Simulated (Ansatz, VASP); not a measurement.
**Al2Au: VASP beside Ansatz**

Contents of INCAR:

```
PREC = Accurate ; ENCUT = 520
EDIFF = 1E-6 ; ISMEAR = 0
SIGMA = 0.1 ; LREAL = F
LASPH = T ; NELM = 60
ALGO = Normal ; ISIF = 2
LWAVE = F ; LCHARG = T
GGA = PE ; LELF = T
LVHAR = T ; NBANDS = 16
```

File KPOINTS:

```
Automatic mesh
0
Gamma
  12 12 12
```

Contents of POSCAR:

```
Al2Au
1.0
    0.0000000000      2.9759700000      2.7059700000
    2.9759700000      0.0000000000      2.7059700000
    2.9759700000      2.9759700000      0.0000000000
Al Au
2 1
Direct
    0.2382148870      0.2382148870      0.2617851130
    0.7382148870      0.7382148870      0.7617851130
    0.0235702260      0.0235702260     -0.0235702260
```

Input for Ansatz:

```yaml
crystal:
  lattice:
    - [0.0, 2.97597, 2.70597]
    - [2.97597, 0.0, 2.70597]
    - [2.97597, 2.97597, 0.0]
  atoms:
    - { symbol: Al, position: [0.238214887, 0.238214887, 0.261785113] }
    - { symbol: Al, position: [0.738214887, 0.738214887, 0.761785113] }
    - { symbol: Au, position: [0.023570226, 0.023570226, -0.023570226] }
basis:
  ecutwfc: 420
kpoints:
  mp_grid: { grid: [12, 12, 12] }
hamiltonian:
  xc: pbe
scf:
  occupations: { method: gaussian, width: 0.1 }
output:
  forces: true
  stress: true
  eigenvalues: true
```

Alike in both runs: task single point; functional PBE; k mesh 12 × 12 × 12; occupations gaussian, width 0.1 eV; no spin polarisation.

```csv
,VASP,Ansatz
version,VASP 6.6.1,Ansatz 0.2.0
potentials or method,"VASP PAW PBE potentials, release 64 (Al, Au), cutoff 520 eV","scalar-relativistic, plane waves, PAW"
valence electrons in the cell,17,25
```

VASP gave:

| Property | Result |
| --- | --- |
| gap on the k mesh at the Fermi level (eV) | none |
| pressure (GPa) | 24.0 |
| traceless stress, the component that is largest in VASP (GPa) | 3.17 |
| rms of the force components (eV/Å) | 0.912 |

Q: Estimate Ansatz's values.

A: gap on the k mesh at the Fermi level (eV): none; pressure (GPa): 24.3; traceless stress, the component that is largest in VASP (GPa): 3.13; rms of the force components (eV/Å): 0.914.

Atom by atom the forces differ by 0.002 eV/Å (rms over components). A gap of «none» marks a metal or a gap that the smearing closes. VASP's potentials hold 17 valence electrons a cell and Ansatz's 25, so a difference there can come from the potentials and not from the codes.

Neither program's run includes spin-orbit coupling.
